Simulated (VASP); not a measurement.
Runs of VASP 6.6.1 on Pt. The structure is that of space group Im-3m (No. 229), or close to it. The cells are those of the table. 

| cell | gap on the mesh (eV) | pressure (GPa) |
| --- | --- | --- |
| a = 2.726 Å, angles 109.5°, 1 atom | none | -6.8 |
| a = 2.798 Å, angles 109.5°, 1 atom | none | -21.7 |
| a = 2.688 Å, angles 109.5°, 1 atom | none | (a) |
| a = 2.744 Å, angles 109.5°, 1 atom | none | -11.4 |
| a = 2.762 Å, angles 109.5°, 1 atom | none | -15.4 |
| a = 2.707 Å, angles 109.5°, 1 atom | none | (b) |
| a = 2.780 Å, angles 109.5°, 1 atom | none | -18.8 |

Alike in all rows: task single point; level PBEsol; potentials or basis VASP PAW PBE potentials, release 64 (Pt); no spin polarisation; k mesh 13 × 13 × 13; cutoff (eV) 520; smearing gaussian 0.1 eV.

Question: Fill in the values left out.

Answer: (a) 4.5; (b) -1.5.

Caveats: the PAW data sets were made with another functional, which shifts forces and pressure a little; spin-orbit coupling is left out, which moves the levels of the heavy elements.

A k mesh can miss the band edges, and the runs leave out spin-orbit coupling on Pt.

A gap of «none» marks levels without a gap at the run's occupations.
